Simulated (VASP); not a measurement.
# YSe (Fm-3m) in VASP: a series of runs

YSe is run at these levels: LDA; tasks: single point, relaxation of cell and atoms.

Program: VASP 6.6.1. These are calculated values, not measurements. Logs are shortened: lines on timing, memory, paths and dates and some standing lists are left out, and cuts for length are marked.

### 1 The cell of the first run

Symmetry: Fm-3m, No. 225, cubic system. Conventional cell: a = 5.643 Å, b = 5.643 Å, c = 5.643 Å, α = 90.00°, β = 90.00°, γ = 90.00°. Within 3.7 Å of Y (site symmetry m-3m) lie 6 Se at 2.82 Å. Within 3.7 Å of Se (site symmetry m-3m) lie 6 Y at 2.82 Å.

### 2 Single point, LDA

File INCAR:

```
SYSTEM = YSe
  PREC = Accurate
  ENCUT = 520
  EDIFF = 1E-6
  ISMEAR = -1
  SIGMA = 0.1
  LREAL = .False.
  LASPH = .True.
  NELM = 60
  ALGO = Normal
  ISIF = 2
  LWAVE = .False.
  LCHARG = .False.
  NBANDS = 16
```

File KPOINTS:

```
regular mesh
0
Gamma
  14 14 14
  0 0 0
```

File POSCAR:

```
YSe
1.0
    0.0000000000      2.8215104239      2.8215104239
    2.8215104239      0.0000000000      2.8215104239
    2.8215104239      2.8215104239      0.0000000000
Y Se
1 1
Direct
    0.5000000000      0.5000000000      0.5000000000
    0.0000000000      0.0000000000      0.0000000000
```

Potentials or basis: VASP PAW LDA potentials, release 64 (Y_sv, Se).

The run is started by

```sh
$ cat potpaw_LDA.64/Y_sv/POTCAR potpaw_LDA.64/Se/POTCAR > POTCAR
$ mpirun -np 1 vasp_std > vasp.out
```

OUTCAR:

```text
SYSTEM = YSe
   PREC = Accurate
   ENCUT = 520
   EDIFF = 1E-6
   ISMEAR = -1
   LREAL = .False.
   LASPH = .True.
   NELM = 60
   ISIF = 2

 ion  position               nearest neighbor table
   1  0.500  0.500  0.500-   2 2.82   2 2.82   2 2.82   2 2.82   2 2.82   2 2.82
   2  0.000  0.000  0.000-   1 2.82   1 2.82   1 2.82   1 2.82   1 2.82   1 2.82

  LATTYP: Found a face centered cubic cell.
 ALAT       =     5.6430208478

  Lattice vectors:

 A1 = (   0.0000000000,   2.8215104239,   2.8215104239)
 A2 = (   2.8215104239,   0.0000000000,   2.8215104239)
 A3 = (   2.8215104239,   2.8215104239,   0.0000000000)

Analysis of symmetry for initial positions (statically):
=====================================================================
 Subroutine PRICEL returns:
 Original cell was already a primitive cell.

 Routine SETGRP: Setting up the symmetry group for a
 face centered cubic supercell.

 Subroutine GETGRP returns: Found 48 space group operations
 (whereof 48 operations were pure point group operations)
 out of a pool of 48 trial point group operations.

The static configuration has the point symmetry O_h .

Analysis of symmetry for dynamics (positions and initial velocities):
=====================================================================
 Subroutine PRICEL returns:
 Original cell was already a primitive cell.

 Routine SETGRP: Setting up the symmetry group for a
 face centered cubic supercell.

 Subroutine GETGRP returns: Found 48 space group operations
 (whereof 48 operations were pure point group operations)
 out of a pool of 48 trial point group operations.

The dynamic configuration has the point symmetry O_h .

 Subroutine INISYM returns: Found 48 space group operations
 (whereof 48 operations are pure point group operations),
 and found     1 'primitive' translations

----------------------------------------------------------------------------------------

                                     Primitive cell

  volume of cell :      44.9236

  direct lattice vectors                    reciprocal lattice vectors
     0.000000000  2.821510424  2.821510424    -0.177210049  0.177210049  0.177210049
     2.821510424  0.000000000  2.821510424     0.177210049 -0.177210049  0.177210049
     2.821510424  2.821510424  0.000000000     0.177210049  0.177210049 -0.177210049

  length of vectors
     3.990218308  3.990218308  3.990218308     0.306936808  0.306936808  0.306936808

  position of ions in fractional coordinates (direct lattice)
     0.500000000  0.500000000  0.500000000
     0.000000000  0.000000000  0.000000000

  ion indices of the primitive-cell ions
   primitive index   ion index
                 1           1
                 2           2

----------------------------------------------------------------------------------------

 KPOINTS: regular mesh

Automatic generation of k-mesh.
 Grid dimensions read from file:
 generate k-points for:   14   14   14

 Generating k-lattice:

  Cartesian coordinates                     Fractional coordinates (reciprocal lattice)
    -0.012657861  0.012657861  0.012657861     0.071428571  0.000000000  0.000000000
     0.012657861 -0.012657861  0.012657861     0.000000000  0.071428571  0.000000000
     0.012657861  0.012657861 -0.012657861     0.000000000  0.000000000  0.071428571

  Length of vectors
     0.021924058  0.021924058  0.021924058

  Shift w.r.t. Gamma in fractional coordinates (k-lattice)
     0.000000000  0.000000000  0.000000000

 Subroutine IBZKPT returns following result:
 ===========================================

 Found    104 irreducible k-points:

 Following reciprocal coordinates:
            Coordinates               Weight
  0.000000  0.000000  0.000000      1.000000
  0.071429  0.000000  0.000000      8.000000
  0.142857  0.000000  0.000000      8.000000
  0.214286  0.000000  0.000000      8.000000
  0.285714  0.000000  0.000000      8.000000
  0.357143  0.000000  0.000000      8.000000
[... 16 lines left out ...]
  0.214286  0.142857  0.000000     24.000000
  0.285714  0.142857  0.000000     24.000000
 [... further k-points ...]
   k-points           NKPTS =    104   k-points in BZ     NKDIM =    104   number of bands    NBANDS=     16
   number of dos      NEDOS =    301   number of ions     NIONS =      2
   total plane-waves  NPLWV =  27000
   dimension x,y,z NGX =    30 NGY =   30 NGZ =   30
   dimension x,y,z NGXF=    60 NGYF=   60 NGZF=   60
   ions per type =               1   1
   NGX,Y,Z   is equivalent  to a cutoff of  12.50, 12.50, 12.50 a.u.
   NGXF,Y,Z  is equivalent  to a cutoff of  25.00, 25.00, 25.00 a.u.
 SYSTEM =  YSe
   PREC   = accura    normal or accurate (medium, high low for compatibility)
   ISTART =      0    job   : 0-new  1-cont  2-samecut
   ICHARG =      2    charge: 1-file 2-atom 10-const
   ISPIN  =      1    spin polarized calculation?
   LNONCOLLINEAR =      F non collinear calculations
   LSORBIT =      F    spin-orbit coupling
   LASPH  =      T    aspherical Exc in radial PAW
   ENCUT  =  520.0 eV  38.22 Ry    6.18 a.u.   7.42  7.42  7.42*2*pi/ulx,y,z
   NELM   =     60;   NELMIN=  2; NELMDL= -5     # of ELM steps
   EDIFF  = 0.1E-05   stopping-criterion for ELM
   LREAL  =      F    real-space projection
   EDIFFG = 0.1E-04   stopping-criterion for IOM
   NSW    =      0    number of steps for IOM
   IBRION =     -1    ionic relax: 0-MD 1-quasi-New 2-CG
   NFREE  =      0    steps in history (QN), initial steepest desc. (CG)
   ISIF   =      2    stress and relaxation
   ISYM   =      2    0-nonsym 1-usesym 2-fastsym
   POTIM  = 0.5000    time-step for ionic-motion
   TEBEG  =    0.0;   TEEND  =   0.0 temperature during run
   PSTRESS=    0.0 pullay stress
   NELECT =      17.0000    total number of electrons
   NUPDOWN=      -1.0000    fix difference up-down
   EMIN   =  10.00;   EMAX   =-10.00  energy-range for DOS
   EFERMI =   0.00;   METHOD = LEGACY
   ISMEAR =    -1;   SIGMA  =   0.10  broadening in eV -4-tet -1-fermi 0-gaus
   EFERMI_NEDOS =   21; number of points for ismear=-14 and -15
   IALGO  =     38    algorithm
   IMIX   =      4    mixing-type and parameters
     AMIX     =   0.40;   BMIX     =  1.00
     AMIX_MAG =   1.60;   BMIX_MAG =  1.00
  volume/ion in A,a.u.               =      22.46       151.58
  Fermi-wavevector in a.u.,A,eV,Ry     =   1.184130  2.237682 19.077606  1.402164
  Thomas-Fermi vector in A             =   2.320351
   LORBIT       =      0    0 simple, 1 ext, 2 COOP (PROOUT), +10 PAW based schemes
   GGA     = CA    functional components
   LHFCALC =     F    Hartree Fock is set to
   AEXX    =    0.0000 exact exchange contribution
   IVDW    =     0    specifies the selected vdW correction
   LEPSILON=     F    determine dielectric tensor
   LRPA    =     F    only Hartree local field effects (RPA)
 non-spin polarized calculation
  energy-cutoff  :      520.00
  volume of cell :       44.92
 maximum number of plane-waves:      1243
 NGX is ok and might be reduce to    30
   NGX = 15   NGY = 15   NGZ = 15

 number of electron      17.0000002 magnetization

 Free energy of the ion-electron system (eV)
  ---------------------------------------------------
  ext. energy  EPLUGINS =         0.00000000
  ---------------------------------------------------
  free energy    TOTEN  =       -14.95231029 eV

  energy without entropy =      -14.92012924  energy(sigma->0) =      -14.93621976

 E-fermi :   6.2736     XC(G=0): -10.6628

 val. band max:        6.2637880781   @ k =   0.2857   0.0714   0.0000
 cond. band min:       6.2764666881   @ k =   0.3571   0.1429   0.0714
 fundamental gap:      0.0126786100
 Fermi energy:         6.2735667907

 k-point     1 :       0.0000    0.0000    0.0000
  band No.  band energies     occupation
      1     -36.9515      2.00000
      2     -17.0523      2.00000
      3     -17.0523      2.00000
      4     -17.0523      2.00000
      5      -9.0103      2.00000
      6       3.3456      2.00000
[... 8 lines left out ...]
     15      12.5517      0.00000
     16      18.8786      0.00000

 k-point     2 :       0.0714    0.0000    0.0000
  band No.  band energies     occupation
      1     -36.9505      2.00000
      2     -17.0716      2.00000
      3     -17.0534      2.00000
      4     -17.0534      2.00000
      5      -8.9557      2.00000
      6       2.9638      2.00000
[... 8 lines left out ...]
     15      12.7772      0.00000
     16      18.0498      0.00000

 k-point     3 :       0.1429    0.0000    0.0000
  band No.  band energies     occupation
      1     -36.9474      2.00000
      2     -17.1247      2.00000
      3     -17.0564      2.00000
      4     -17.0564      2.00000
      5      -8.8005      2.00000
      6       2.1538      2.00000
[... 8 lines left out ...]
     15      13.3679      0.00000
     16      16.7940      0.00000

 k-point     4 :       0.2143    0.0000    0.0000
  band No.  band energies     occupation
      1     -36.9431      2.00000
      2     -17.1996      2.00000
      3     -17.0607      2.00000
      4     -17.0607      2.00000
      5      -8.5693      2.00000
      6       1.2746      2.00000
[... 8 lines left out ...]
     15      13.8942      0.00000
     16      16.0812      0.00000

 k-point     5 :       0.2857    0.0000    0.0000
  band No.  band energies     occupation
      1     -36.9383      2.00000
      2     -17.2800      2.00000
      3     -17.0654      2.00000
      4     -17.0654      2.00000
      5      -8.3006      2.00000
      6       0.4765      2.00000
[... 8 lines left out ...]
     15      13.8212      0.00000
     16      14.9796      0.00000

 k-point     6 :       0.3571    0.0000    0.0000
  band No.  band energies     occupation
      1     -36.9339      2.00000
      2     -17.3504      2.00000
      3     -17.0697      2.00000
      4     -17.0697      2.00000
      5      -8.0442      2.00000
      6      -0.1610      2.00000
[... 8 lines left out ...]
     15      13.8131      0.00000
     16      13.8131      0.00000

 k-point     7 :       0.4286    0.0000    0.0000
  band No.  band energies     occupation
      1     -36.9309      2.00000
      2     -17.3980      2.00000
      3     -17.0726      2.00000
      4     -17.0726      2.00000
      5      -7.8565      2.00000
      6      -0.5765      2.00000
[... 8 lines left out ...]
     15      12.9075      0.00000
     16      12.9075      0.00000

 k-point     8 :       0.5000    0.0000    0.0000
  band No.  band energies     occupation
      1     -36.9298      2.00000
      2     -17.4148      2.00000
      3     -17.0737      2.00000
      4     -17.0737      2.00000
      5      -7.7870      2.00000
      6      -0.7216      2.00000
[... 8 lines left out ...]
     15      12.5276      0.00000
     16      12.5276      0.00000

 k-point     9 :       0.0714    0.0714    0.0000
  band No.  band energies     occupation
      1     -36.9501      2.00000
      2     -17.0707      2.00000
      3     -17.0573      2.00000
      4     -17.0573      2.00000
      5      -8.9392      2.00000
      6       2.7056      2.00000
[... 8 lines left out ...]
     15      12.8506      0.00000
     16      17.9937      0.00000
[... 172 lines left out ...]
 k-point    19 :      -0.2143    0.0714    0.0000
  band No.  band energies     occupation
      1     -36.9408      2.00000
      2     -17.2278      2.00000
      3     -17.0785      2.00000
      4     -17.0568      2.00000
      5      -8.4579      2.00000
      6       0.9096      2.00000
[... 8 lines left out ...]
     15      13.9859      0.00000
     16      15.0349      0.00000

 k-point    20 :      -0.1429    0.0714    0.0000
  band No.  band energies     occupation
      1     -36.9453      2.00000
      2     -17.1541      2.00000
      3     -17.0713      2.00000
      4     -17.0532      2.00000
      5      -8.6938      2.00000
      6       1.6763      2.00000
[... 8 lines left out ...]
     15      13.7424      0.00000
     16      15.8478      0.00000

 k-point    21 :      -0.0714    0.0714    0.0000
  band No.  band energies     occupation
      1     -36.9487      2.00000
      2     -17.0978      2.00000
      3     -17.0623      2.00000
      4     -17.0519      2.00000
      5      -8.8693      2.00000
      6       2.4284      2.00000
[... 8 lines left out ...]
     15      13.1265      0.00000
     16      17.1095      0.00000

 k-point    22 :       0.1429    0.1429    0.0000
  band No.  band energies     occupation
      1     -36.9461      2.00000
      2     -17.1186      2.00000
      3     -17.0711      2.00000
      4     -17.0711      2.00000
      5      -8.7569      2.00000
      6       1.6553      2.00000
[... 8 lines left out ...]
     15      13.6498      0.00000
     16      16.7324      0.00000

 k-point    23 :       0.2143    0.1429    0.0000
  band No.  band energies     occupation
      1     -36.9428      2.00000
      2     -17.1645      2.00000
      3     -17.0798      2.00000
      4     -17.0757      2.00000
      5      -8.6150      2.00000
      6       1.1582      2.00000
[... 8 lines left out ...]
     15      14.2044      0.00000
     16      15.5137      0.00000

 k-point    24 :       0.2857    0.1429    0.0000
  band No.  band energies     occupation
      1     -36.9386      2.00000
      2     -17.2287      2.00000
      3     -17.0869      2.00000
      4     -17.0800      2.00000
      5      -8.4217      2.00000
      6       0.6768      2.00000
[... 8 lines left out ...]
     15      14.0514      0.00000
     16      14.9956      0.00000

 [... further k-points ...]
[... 5 lines left out ...]
  --------------------------------------------------------------------------------------
  -------------------------------------------------------------------------------------
  Total        0.0555956      0.0555956      0.0555956      0.0000000      0.0000000      0.0000000
  in kB        1.9827859      1.9827859      1.9827859      0.0000000      0.0000000      0.0000000
  external PRESSURE =       1.9827859 kB  Pullay stress =       0.0000000 kB

 VOLUME and BASIS-vectors are now :
 -----------------------------------------------------------------------------
  energy-cutoff  :      520.00
  volume of cell :       44.92
      direct lattice vectors                 reciprocal lattice vectors
     0.000000000  2.821510424  2.821510424    -0.177210049  0.177210049  0.177210049
     2.821510424  0.000000000  2.821510424     0.177210049 -0.177210049  0.177210049
     2.821510424  2.821510424  0.000000000     0.177210049  0.177210049 -0.177210049

 POSITION                                       TOTAL-FORCE (eV/Angst)
 -----------------------------------------------------------------------------------
      2.82151      2.82151      2.82151        -0.000000      0.000000      0.000000
      0.00000      0.00000      0.00000         0.000000     -0.000000     -0.000000
 -----------------------------------------------------------------------------------
    total drift:                                0.000000     -0.000000      0.000000

  FREE ENERGIE OF THE ION-ELECTRON SYSTEM (eV)
  ---------------------------------------------------
  free  energy   TOTEN  =       -14.9523102861 eV

  energy  without entropy=      -14.9201292361  energy(sigma->0) =      -14.93621976
```

It took 72 s on 1 thread of Intel Xeon Platinum 8375C at 2.90GHz (Ice Lake), shared host; peak memory 0.23 GiB.

Results:

| Property | Result |
| --- | --- |
| Free energy | -14.9523 eV |
| Pressure | 0.2 GPa |

### 3 Relaxation of cell and atoms, LDA

This run uses another cell than the first one, of 23.19 Å³/atom, 1.032 times its volume.

File INCAR:

```
PREC = Accurate ; ENCUT = 600
EDIFF = 1E-6 ; ISMEAR = -1
SIGMA = 0.1 ; LREAL = False
LASPH = True ; NELM = 100
ALGO = Normal ; ISIF = 3
LWAVE = False ; LCHARG = False
IBRION = 2 ; NSW = 100
EDIFFG = -0.002
```

File KPOINTS:

```
regular mesh
0
Gamma
  14 14 14
```

File POSCAR:

```
YSe
1.0
    0.0000000000      2.8515000000      2.8515000000
    2.8515000000      0.0000000000      2.8515000000
    2.8515000000      2.8515000000      0.0000000000
Y Se
1 1
Direct
    0.5000000000      0.5000000000      0.5000000000
    0.0000000000      0.0000000000      0.0000000000
```

Potentials or basis: VASP PAW LDA potentials, release 64 (Y_sv, Se).

The run is started by

```sh
$ cat potpaw_LDA.64/Y_sv/POTCAR potpaw_LDA.64/Se/POTCAR > POTCAR
$ mpirun -np 1 vasp_std > vasp.out
```

It took 1.7 min on 1 thread of Intel Xeon Platinum 8375C at 2.90GHz (Ice Lake), shared host; peak memory 0.24 GiB.

Results (log left out):

| Item | Value |
| --- | --- |
| Free energy | -14.9525 eV |
| Relaxed volume | 22.51 Å³/atom |
| Relaxed cell | a = 3.993 Å, b = 3.993 Å, c = 3.993 Å, α = 60.00°, β = 60.00°, γ = 60.00° |
| Space group after relaxing (to 0.05 Å) | Fm-3m (No. 225) |
| Energy gained by relaxing | 5.6 meV/atom |
| Ionic steps | 3 |
| Pressure after relaxing | 0.0 GPa |

Step by step:
| step | energy change (eV) | largest force (eV/Å) | pressure (GPa) | volume (Å³) |
| --- | --- | --- | --- | --- |
| 1 | 0.0000 | 0.0000 | -2.58 | 46.37 |
| 2 | -0.0029 | 0.0000 | 2.46 | 43.91 |
| 3 | -0.0112 | 0.0000 | -0.01 | 45.02 |

Final structure:
```
CELL_PARAMETERS angstrom
0.00000 2.82352 2.82352
2.82352 0.00000 2.82352
2.82352 2.82352 0.00000
ATOMIC_POSITIONS crystal
Y 0.50000 0.50000 0.50000
Se 0.00000 0.00000 0.00000
```

Levels at points of the mesh, in eV from the Fermi level:
| k point | band 5 | band 6 | band 7 | band 8 | band 9 | band 10 | band 11 | band 12 |
| --- | --- | --- | --- | --- | --- | --- | --- | --- |
| (0.00, 0.00, 0.00) | -15.28 | -2.93 | -2.93 | -2.93 | -0.25 | -0.25 | -0.25 | 0.58 |
| (0.50, 0.00, 0.00) | -14.06 | -6.99 | -4.95 | -4.95 | 1.86 | 2.40 | 2.40 | 2.52 |
| (0.50, 0.50, 0.00) | -14.64 | -5.43 | -3.81 | -3.81 | -2.27 | 1.75 | 2.69 | 3.34 |

LDA usually gives volumes a few per cent too small. Zero-point motion and thermal expansion aren't in these numbers.
